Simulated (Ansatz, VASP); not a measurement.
**Mo: VASP beside Ansatz**

INCAR

```
SYSTEM = Mo
ALGO = Fast
EDIFF = 1E-6
ENCUT = 520
GGA = PE
ISIF = 2
ISMEAR = 0
LASPH = .TRUE.
LCHARG = .FALSE.
LREAL = .FALSE.
LWAVE = .FALSE.
NBANDS = 13
NELM = 100
PREC = Accurate
SIGMA = 0.15
```

Contents of KPOINTS:

```
k-points
0
G
  20 20 20
  0 0 0
```

Contents of POSCAR:

```
Mo
1.0
   -1.5091095603      1.8251534473      1.4063952971
    1.5091095603     -1.8251534473      1.4063952971
    1.5091095603      1.8251534473     -1.4063952971
Mo
1
Direct
    0.0000000000      0.0000000000      0.0000000000
```

Input for Ansatz:

```yaml
crystal:
  lattice:
    - [-1.5091095603, 1.8251534473, 1.4063952971]
    - [1.5091095603, -1.8251534473, 1.4063952971]
    - [1.5091095603, 1.8251534473, -1.4063952971]
  atoms:
    - { symbol: Mo, position: [0.0, 0.0, 0.0] }
basis:
  ecutwfc: 420
kpoints:
  mp_grid: { grid: [20, 20, 20] }
hamiltonian:
  xc: pbe
scf:
  occupations: { method: gaussian, width: 0.15 }
output:
  forces: true
  stress: true
  eigenvalues: true
  write_density: true
  write_potential: true
  elf: true
  volumetric_format: npy
```

Change from the starting cell: strain +e along x and -e along y -0.1000, strain +e along z and -e/2 along x and y -0.1100.

Alike in both runs: task single point; functional PBE; k mesh 20 × 20 × 20; occupations gaussian, width 0.15 eV; no spin polarisation.

```csv
,VASP,Ansatz
version,VASP 6.6.1,Ansatz 0.2.0
potentials or method,"VASP PAW PBE potentials, release 64 (Mo_sv), cutoff 520 eV","scalar-relativistic, plane waves, PAW"
valence electrons in the cell,14,14
```

```tsv
	VASP	Ansatz	Ansatz less VASP
gap on the k mesh at the Fermi level (eV)	none	none	-
pressure (GPa)	9.4	8.9	-0.54
traceless stress, the component that is largest in VASP (GPa)	-13.82	-13.83	-0.010
```

A gap of «none» marks a metal or a gap that the smearing closes.
